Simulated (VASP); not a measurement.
# TiN (rocksalt type) (Fm-3m) in VASP: further runs

The runs below take TiN (rocksalt type) through single point, with LDA.

All numbers are computed with VASP 6.6.1; they aren't measurements. Logs are shortened: lines on timing, memory, paths and dates and some standing lists are left out, and cuts for length are marked.

### 1 The cell of the first run

The structure is cubic, space group Fm-3m (No. 225). The conventional cell has a = 3.998 Å, b = 3.998 Å, c = 3.998 Å, α = 90.00°, β = 90.00°, γ = 90.00°. Within 2.6 Å of Ti (site symmetry m-3m) lie 6 N at 2.00 Å. Within 2.6 Å of N (site symmetry m-3m) lie 6 Ti at 2.00 Å.

### 2 Single point, LDA (volume scaled by 0.88)

INCAR reads:

```
SYSTEM = TiN
PREC = Accurate
ENCUT = 520
EDIFF = 1E-7
ISMEAR = -1
SIGMA = 0.08
LREAL = .False.
LASPH = .True.
NELM = 80
ALGO = Normal
ISIF = 2
LWAVE = .False.
LCHARG = .True.
LELF = .True.
LVHAR = .True.
NBANDS = 16
```

KPOINTS reads:

```
Automatic mesh
0
Gamma
  17 17 17
  0 0 0
```

POSCAR reads:

```
TiN
1.0
    0.0000000000      1.9988571400      1.9988571400
    1.9988571400      0.0000000000      1.9988571400
    1.9988571400      1.9988571400      0.0000000000
Ti N
1 1
Direct
    0.0000000000      0.0000000000      0.0000000000
    0.5000000000      0.5000000000      0.5000000000
```

Potentials or basis: VASP PAW LDA potentials, release 64 (Ti_sv, N).

On the command line:

```sh
> cat potpaw_LDA.64/Ti_sv/POTCAR potpaw_LDA.64/N/POTCAR > POTCAR
> mpirun -np 1 vasp_std > vasp.out
```

OUTCAR:

```text
SYSTEM = TiN
   PREC = Accurate
   ENCUT = 520
   EDIFF = 1E-7
   ISMEAR = -1
   LREAL = .False.
   LASPH = .True.
   NELM = 80
   ISIF = 2

 ion  position               nearest neighbor table
   1  0.000  0.000  0.000-   2 2.00   2 2.00   2 2.00   2 2.00   2 2.00   2 2.00
   2  0.500  0.500  0.500-   1 2.00   1 2.00   1 2.00   1 2.00   1 2.00   1 2.00

  LATTYP: Found a face centered cubic cell.
 ALAT       =     3.9977142800

  Lattice vectors:

 A1 = (   0.0000000000,   1.9988571400,   1.9988571400)
 A2 = (   1.9988571400,   0.0000000000,   1.9988571400)
 A3 = (   1.9988571400,   1.9988571400,   0.0000000000)

Analysis of symmetry for initial positions (statically):
=====================================================================
 Subroutine PRICEL returns:
 Original cell was already a primitive cell.

 Routine SETGRP: Setting up the symmetry group for a
 face centered cubic supercell.

 Subroutine GETGRP returns: Found 48 space group operations
 (whereof 48 operations were pure point group operations)
 out of a pool of 48 trial point group operations.

The static configuration has the point symmetry O_h .

Analysis of symmetry for dynamics (positions and initial velocities):
=====================================================================
 Subroutine PRICEL returns:
 Original cell was already a primitive cell.

 Routine SETGRP: Setting up the symmetry group for a
 face centered cubic supercell.

 Subroutine GETGRP returns: Found 48 space group operations
 (whereof 48 operations were pure point group operations)
 out of a pool of 48 trial point group operations.

The dynamic configuration has the point symmetry O_h .

 Subroutine INISYM returns: Found 48 space group operations
 (whereof 48 operations are pure point group operations),
 and found     1 'primitive' translations

----------------------------------------------------------------------------------------

                                     Primitive cell

  volume of cell :      15.9726

  direct lattice vectors                    reciprocal lattice vectors
     0.000000000  1.998857140  1.998857140    -0.250142939  0.250142939  0.250142939
     1.998857140  0.000000000  1.998857140     0.250142939 -0.250142939  0.250142939
     1.998857140  1.998857140  0.000000000     0.250142939  0.250142939 -0.250142939

  length of vectors
     2.826810877  2.826810877  2.826810877     0.433260280  0.433260280  0.433260280

  position of ions in fractional coordinates (direct lattice)
     0.000000000  0.000000000  0.000000000
     0.500000000  0.500000000  0.500000000

  ion indices of the primitive-cell ions
   primitive index   ion index
[... 77 lines left out ...]
   NSW    =      0    number of steps for IOM
   IBRION =     -1    ionic relax: 0-MD 1-quasi-New 2-CG
   NFREE  =      0    steps in history (QN), initial steepest desc. (CG)
   ISIF   =      2    stress and relaxation
   ISYM   =      2    0-nonsym 1-usesym 2-fastsym
   POTIM  = 0.5000    time-step for ionic-motion
   TEBEG  =    0.0;   TEEND  =   0.0 temperature during run
   PSTRESS=    0.0 pullay stress
   NELECT =      17.0000    total number of electrons
   NUPDOWN=      -1.0000    fix difference up-down
   EMIN   =  10.00;   EMAX   =-10.00  energy-range for DOS
   EFERMI =   0.00;   METHOD = LEGACY
   ISMEAR =    -1;   SIGMA  =   0.08  broadening in eV -4-tet -1-fermi 0-gaus
   EFERMI_NEDOS =   21; number of points for ismear=-14 and -15
   IALGO  =     38    algorithm
   IMIX   =      4    mixing-type and parameters
     AMIX     =   0.40;   BMIX     =  1.00
     AMIX_MAG =   1.60;   BMIX_MAG =  1.00
  volume/ion in A,a.u.               =       7.99        53.89
  Fermi-wavevector in a.u.,A,eV,Ry     =   1.671473  3.158626 38.012259  2.793822
  Thomas-Fermi vector in A             =   2.756789
   LORBIT       =      0    0 simple, 1 ext, 2 COOP (PROOUT), +10 PAW based schemes
   GGA     = CA    functional components
   LHFCALC =     F    Hartree Fock is set to
   AEXX    =    0.0000 exact exchange contribution
   IVDW    =     0    specifies the selected vdW correction
   LEPSILON=     F    determine dielectric tensor
   LRPA    =     F    only Hartree local field effects (RPA)
 non-spin polarized calculation
  energy-cutoff  :      520.00
  volume of cell :       15.97
 maximum number of plane-waves:       444
 NGX is ok and might be reduce to    24
   NGX = 11   NGY = 11   NGZ = 11

 number of electron      16.9999998 magnetization

 Free energy of the ion-electron system (eV)
  ---------------------------------------------------
  ext. energy  EPLUGINS =         0.00000000
  ---------------------------------------------------
  free energy    TOTEN  =       -21.33586815 eV

  energy without entropy =      -21.32234734  energy(sigma->0) =      -21.32910774

 E-fermi :  13.7388     XC(G=0): -14.3693

 val. band max:       13.7364018016   @ k =  -0.1176   0.0588   0.0000
 cond. band min:      13.7552581670   @ k =  -0.1765   0.1176   0.0000
 fundamental gap:      0.0188563654
 Fermi energy:        13.7387677171

 k-point     1 :       0.0000    0.0000    0.0000
  band No.  band energies     occupation
      1     -43.1796      2.00000
      2     -19.3376      2.00000
      3     -19.3376      2.00000
      4     -19.3376      2.00000
      5      -4.1256      2.00000
      6      11.5424      2.00000
[... 433 lines left out ...]
      3     -19.3898      2.00000
      4     -19.3424      2.00000
      5      -3.5603      2.00000
      6       9.4376      2.00000
[... 8 lines left out ...]
     15      28.0749      0.00000
     16      34.6624      0.00000

 [... further k-points ...]

------------------------ aborting loop because EDIFF is reached ----------------------------------------

  FORCE on cell =-STRESS in cart. coord.  units (eV):
  Direction    XX          YY          ZZ          XY          YZ          ZX
  --------------------------------------------------------------------------------------
  -------------------------------------------------------------------------------------
  Total        5.4688423      5.4688423      5.4688423     -0.0000000      0.0000000      0.0000000
  in kB      548.5683195    548.5683195    548.5683195     -0.0000000      0.0000000      0.0000000
  external PRESSURE =     548.5683195 kB  Pullay stress =       0.0000000 kB

 VOLUME and BASIS-vectors are now :
 -----------------------------------------------------------------------------
  energy-cutoff  :      520.00
  volume of cell :       15.97
      direct lattice vectors                 reciprocal lattice vectors
     0.000000000  1.998857140  1.998857140    -0.250142939  0.250142939  0.250142939
     1.998857140  0.000000000  1.998857140     0.250142939 -0.250142939  0.250142939
     1.998857140  1.998857140  0.000000000     0.250142939  0.250142939 -0.250142939

 POSITION                                       TOTAL-FORCE (eV/Angst)
 -----------------------------------------------------------------------------------
      0.00000      0.00000      0.00000        -0.000000      0.000000      0.000000
      1.99886      1.99886      1.99886         0.000000     -0.000000     -0.000000
 -----------------------------------------------------------------------------------
    total drift:                                0.000000     -0.000000     -0.000000

  FREE ENERGIE OF THE ION-ELECTRON SYSTEM (eV)
  ---------------------------------------------------
  free  energy   TOTEN  =       -21.3358681524 eV

  energy  without entropy=      -21.3223473368  energy(sigma->0) =      -21.32910774
```

OSZICAR:

```text
N       E                     dE             d eps       ncg     rms          rms(c)
DAV:   1     0.127251004262E+03    0.12725E+03   -0.81842E+03  5352   0.130E+03
DAV:   2    -0.195982113045E+02   -0.14685E+03   -0.13764E+03  5640   0.348E+02
DAV:   3    -0.261026406035E+02   -0.65044E+01   -0.64507E+01  6720   0.751E+01
DAV:   4    -0.262414397793E+02   -0.13880E+00   -0.13864E+00  6416   0.101E+01
DAV:   5    -0.262442338033E+02   -0.27940E-02   -0.27938E-02  6336   0.125E+00    0.230E+01
DAV:   6    -0.215869080403E+02    0.46573E+01   -0.11577E+01  6984   0.567E+01    0.810E+00
DAV:   7    -0.213529561523E+02    0.23395E+00   -0.11784E+00  6144   0.147E+01    0.682E+00
DAV:   8    -0.214061371248E+02   -0.53181E-01   -0.44918E-01  8560   0.939E+00    0.488E+00
DAV:   9    -0.213406787011E+02    0.65458E-01   -0.81069E-02  7000   0.477E+00    0.143E+00
DAV:  10    -0.213369441033E+02    0.37346E-02   -0.20930E-02  6408   0.183E+00    0.260E-01
DAV:  11    -0.213358969996E+02    0.10471E-02   -0.32687E-03  5320   0.528E-01    0.130E-01
DAV:  12    -0.213358822851E+02    0.14715E-04   -0.24544E-04  5800   0.178E-01    0.562E-02
DAV:  13    -0.213358728134E+02    0.94717E-05   -0.90848E-05  6112   0.165E-01    0.199E-02
DAV:  14    -0.213358682206E+02    0.45928E-05   -0.71382E-06  6856   0.438E-02    0.665E-03
DAV:  15    -0.213358681524E+02    0.68221E-07   -0.62799E-07  6456   0.783E-03
   1 F= -.21335868E+02 E0= -.21329108E+02  d E =-.135208E-01
```

stdout:

```text
POSCAR found type information on POSCAR TiN
 POSCAR found :  2 types and       2 ions
 scaLAPACK will be used
 LDA part: xc-table for (Slater(with rela. corr.)+CA(PZ))
 , standard interpolation
 POSCAR, INCAR and KPOINTS ok, starting setup
 FFT: planning ... GRIDC
 FFT: planning ... GRID_SOFT
 FFT: planning ... GRID
 WAVECAR not read
 entering main loop
```

Wall time 26 s (1 thread of Intel Xeon Platinum 8488C (Sapphire Rapids), shared host); peak memory 0.16 GiB.

Results:

```yaml
Free_energy: -21.3359 eV
Pressure: 54.9 GPa
```

### 3 Single point, LDA (volume scaled by 0.94)

INCAR, as its differences from that of step 2:

```diff
@@ -13,2 +13,3 @@
 LCHARG = .True.
+GGA = CA
 LELF = .True.
```

KPOINTS reads:

```
regular mesh
0
Gamma
  17 17 17
  0 0 0
```

POSCAR reads:

```
TiN
1.0
    0.0000000000      2.0432906592      2.0432906592
    2.0432906592      0.0000000000      2.0432906592
    2.0432906592      2.0432906592      0.0000000000
Ti N
1 1
Direct
    0.0000000000      0.0000000000      0.0000000000
    0.5000000000      0.5000000000      0.5000000000
```

Potentials or basis: VASP PAW LDA potentials, release 64 (Ti_sv, N).

On the command line:

```sh
> cat potpaw_LDA.64/Ti_sv/POTCAR potpaw_LDA.64/N/POTCAR > POTCAR
> mpirun -np 1 vasp_std > vasp.out
```

It took 32 s on 1 thread of Intel Xeon Platinum 8488C (Sapphire Rapids), shared host; peak memory 0.15 GiB.

Results (log left out):

| Quantity | Value |
| --- | --- |
| Free energy | -21.5989 eV |
| Pressure | 23.8 GPa |

Levels at points of the mesh, in eV from the Fermi level:
| k point | band 5 | band 6 | band 7 | band 8 | band 9 | band 10 | band 11 | band 12 | band 13 | band 14 |
| --- | --- | --- | --- | --- | --- | --- | --- | --- | --- | --- |
| (0.00, 0.00, 0.00) | -17.49 | -2.13 | -2.13 | -2.13 | -0.75 | -0.75 | -0.75 | 0.67 | 0.67 | 6.94 |

(Continued in part 2 of 2.)
